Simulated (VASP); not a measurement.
Nb, 1 atom in the cell. It takes space group I4/mmm (No. 139, tetragonal). The conventional cell has a = 3.228 Å, b = 3.228 Å, c = 3.428 Å, α = 90.00°, β = 90.00°, γ = 90.00°. Within 3.8 Å of Nb (site symmetry 4/mmm) lie 14 Nb at 2.85 to 3.43 Å.  This cell differs from its parent crystal: strain -0.030 along x and y, +0.030 along z.

| Item | Value |
| --- | --- |
| Program | VASP 6.6.1 |
| Task | single point |
| Functional | PBEsol |
| Potentials or basis | VASP PAW PBE potentials, release 64 (Nb_sv) |
| Cutoff | 520 eV |
| k mesh | 20 × 20 × 20 |
| Occupations | gaussian, width 0.15 eV |
| Spin | no spin polarisation |
| Dipole correction | no |
| Further INCAR settings | ALGO = Fast; EDIFF = 1e-06; NBANDS = 12 |

Potentials or basis: VASP PAW PBE potentials, release 64 (Nb_sv).

Command:

```console
$ cat potpaw_PBE.64/Nb_sv/POTCAR > POTCAR
$ mpirun -np 1 vasp_std > vasp.out
```

Hardware: 1 thread of Intel Xeon 6975P-C (shared host).

**Question.** How long does it take, and how much memory?

**Answer.** Wall time 2.6 min on 1 thread of Intel Xeon 6975P-C, with other jobs on the host, peak memory 0.25 GiB. Counts: scf iterations 24, k points 641.
